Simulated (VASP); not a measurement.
Wanted: the native input for a VASP 6.6.1 run.

| Item | Value |
| --- | --- |
| Task | single point |
| Functional | LDA |
| Potentials or basis | VASP PAW LDA potentials, release 64 (W_sv) |
| Cutoff | 520 eV |
| k mesh | 11 × 11 × 11 |
| Occupations | fermi-dirac, width 0.05 eV |
| Spin | no spin polarisation |
| Dipole correction | no |
| Further INCAR settings | ALGO = Fast; EDIFF = 1e-07; NBANDS = 13 |

The structure of W lies in POSCAR:

```
W
1.0
    0.0000000000      2.0698140295      2.0698140295
    2.0698140295      0.0000000000      2.0698140295
    2.0698140295      2.0698140295      0.0000000000
W
1
Direct
    0.0000000000      0.0000000000      0.0000000000
```

This cell differs from its parent crystal: volume scaled by 1.06.

These files were run (other wordings do the same):

INCAR

```
SYSTEM = W
PREC     = Accurate       ! precision mode
ENCUT    = 520            ! plane-wave cutoff, eV
EDIFF    = 1E-7           ! SCF threshold, eV
ISMEAR   = -1             ! smearing method
SIGMA    = 0.05           ! smearing width, eV
LREAL    = .False.        ! projectors in reciprocal space
LASPH    = .True.         ! aspherical terms in the spheres
NELM     = 60             ! most SCF steps
ALGO     = Fast           ! electronic algorithm
ISIF     = 2              ! what is computed and relaxed
LWAVE    = .False.        ! write WAVECAR
LCHARG   = .True.         ! write CHGCAR
GGA      = CA             ! functional
LELF     = .True.         ! ELF
LVHAR    = .True.       
NBANDS   = 13             ! bands
```

KPOINTS

```
regular mesh
0
Gamma
  11 11 11
  0 0 0
```

Potentials or basis: VASP PAW LDA potentials, release 64 (W_sv).

Run with:

```sh
$ cat potpaw_LDA.64/W_sv/POTCAR > POTCAR
$ mpirun -np 1 vasp_std > vasp.out
```

It gave:

```json
{"Pressure": "-29.0 GPa", "Band gap on the k mesh": "zero (band 7 reaches 11.73 eV, above the bottom of band 8 at 8.81 eV)"}
```

Caveat: spin-orbit coupling is left out, which moves the levels of the heavy elements.

It used 7.9 s of CPU time on 1 thread of Intel Xeon 6975P-C, with other jobs on the host.
